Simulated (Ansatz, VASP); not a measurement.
**One calculation of TaRu, two programs**

File INCAR:

```
SYSTEM = TaRu
ALGO     = Normal         ! electronic algorithm
EDIFF    = 1E-6           ! SCF threshold, eV
ENCUT    = 520            ! plane-wave cutoff, eV
GGA      = CA             ! functional
ISIF     = 2              ! what is computed and relaxed
ISMEAR   = -1             ! smearing method
LASPH    = .TRUE.         ! aspherical terms in the spheres
LCHARG   = .FALSE.        ! write CHGCAR
LREAL    = .FALSE.        ! projectors in reciprocal space
LWAVE    = .FALSE.        ! write WAVECAR
NBANDS   = 20             ! bands
NELM     = 60             ! most SCF steps
PREC     = Accurate       ! precision mode
SIGMA    = 0.03           ! smearing width, eV
```

The input KPOINTS:

```
k-points
0
G
  13 13 13
  0 0 0
```

POSCAR

```
TaRu
1.0
    3.1870000000      0.0000000000      0.0000000000
    0.0000000000      3.1870000000      0.0000000000
    0.0000000000      0.0000000000      3.2188700000
Ta Ru
1 1
Direct
    0.5000000000      0.5000000000      0.5000000000
    0.0000000000      0.0000000000      0.0000000000
```

Input for Ansatz:

```yaml
crystal:
  lattice:
    - [3.187, 0.0, 0.0]
    - [0.0, 3.187, 0.0]
    - [0.0, 0.0, 3.21887]
  atoms:
    - { symbol: Ta, position: [0.5, 0.5, 0.5] }
    - { symbol: Ru, position: [0.0, 0.0, 0.0] }
kpoints:
  mp_grid: { grid: [13, 13, 13] }
  band_path:
    path:
      - [0.0, 0.0, 0.0]
      - [0.0, 0.5, 0.0]
      - [0.5, 0.5, 0.0]
      - [0.0, 0.0, 0.0]
      - [0.0, 0.0, 0.5]
      - [0.0, 0.5, 0.5]
      - [0.5, 0.5, 0.5]
      - [0.0, 0.0, 0.5]
      - [0.0, 0.5, 0.0]
    npoints: 5
scf:
  occupations: { method: fermi_dirac, width: 0.03 }
hamiltonian:
  xc: lda
  pseudopotentials: { kind: all_electron, lapw: { basis_error: 0.00025 } }
output:
  forces: true
  stress: true
  eigenvalues: true
```

Change from the starting cell: zz strain of +1 %.

Alike in both runs: task single point; functional LDA; k mesh 13 × 13 × 13; occupations fermi-dirac, width 0.03 eV; no spin polarisation.

|  | VASP | Ansatz |
| --- | --- | --- |
| version | VASP 6.6.1 | Ansatz 0.2.0 |
| potentials or method | VASP PAW LDA potentials, release 64 (Ta_pv, Ru_pv), cutoff 520 eV | all-electron LAPW, scalar-relativistic |

Ansatz gave:

```
pressure (GPa)                                                : -18.2
traceless stress, the component that is largest in VASP (GPa) : 1.80
```

Question: What did VASP give for the same quantities?

Answer: Pressure (GPa): -17.6; traceless stress, the component that is largest in VASP (GPa): 1.74.

LDA's correlation is that of Perdew and Zunger in VASP and of Perdew and Wang (1992) in Ansatz. Ansatz ran all-electron here, and VASP with PAW potentials.

Spin-orbit coupling is off throughout.
